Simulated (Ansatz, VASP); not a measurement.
# Bi in VASP and in Ansatz

The input INCAR:

```
SYSTEM = Bi
PREC = Accurate
ENCUT = 520
EDIFF = 1E-7
ISMEAR = 0
SIGMA = 0.15
LREAL = .FALSE.
LASPH = .TRUE.
NELM = 100
ALGO = Fast
ISIF = 2
LWAVE = .FALSE.
LCHARG = .TRUE.
GGA = PE
IVDW = 12
LELF = .TRUE.
LVHAR = .TRUE.
NBANDS = 14
```

KPOINTS

```
Automatic mesh
0
G
  16 16 16
  0 0 0
```

POSCAR

```
Bi
1.0
   -1.8345528424      1.9815130167      2.0623411126
    1.8345528424     -1.9815130167      2.0623411126
    1.8345528424      1.9815130167     -2.0623411126
Bi
1
Direct
    0.0000000000      0.0000000000      0.0000000000
```

Input for Ansatz:

```yaml
crystal:
  lattice:
    - [-1.8345528424, 1.9815130167, 2.0623411126]
    - [1.8345528424, -1.9815130167, 2.0623411126]
    - [1.8345528424, 1.9815130167, -2.0623411126]
  atoms:
    - { symbol: Bi, position: [0.0, 0.0, 0.0] }
basis:
  ecutwfc: 420
kpoints:
  mp_grid: { grid: [16, 16, 16] }
hamiltonian:
  xc: pbe
  dispersion: d3bj
scf:
  occupations: { method: gaussian, width: 0.15 }
output:
  forces: true
  stress: true
  eigenvalues: true
```

Change from the starting cell: strain +e along x and -e along y -0.0375, strain +e along z and -e/2 along x and y +0.0525.

Alike in both runs: task single point; functional PBE; dispersion D3(BJ); k mesh 16 × 16 × 16; occupations gaussian, width 0.15 eV; no spin polarisation.

```csv
,VASP,Ansatz
version,VASP 6.6.1,Ansatz 0.2.0
potentials or method,"VASP PAW PBE potentials, release 64 (Bi_d), cutoff 520 eV","scalar-relativistic, plane waves, PAW"
valence electrons in the cell,15,15
```

|  | VASP | Ansatz | Ansatz less VASP |
| --- | --- | --- | --- |
| gap on the k mesh at the Fermi level (eV) | none | none | - |
| pressure (GPa) | 0.4 | 0.5 | +0.05 |
| traceless stress, the component that is largest in VASP (GPa) | -0.60 | -0.61 | -0.005 |

A gap of «none» marks a metal or a gap that the smearing closes.

Neither program's run includes spin-orbit coupling.
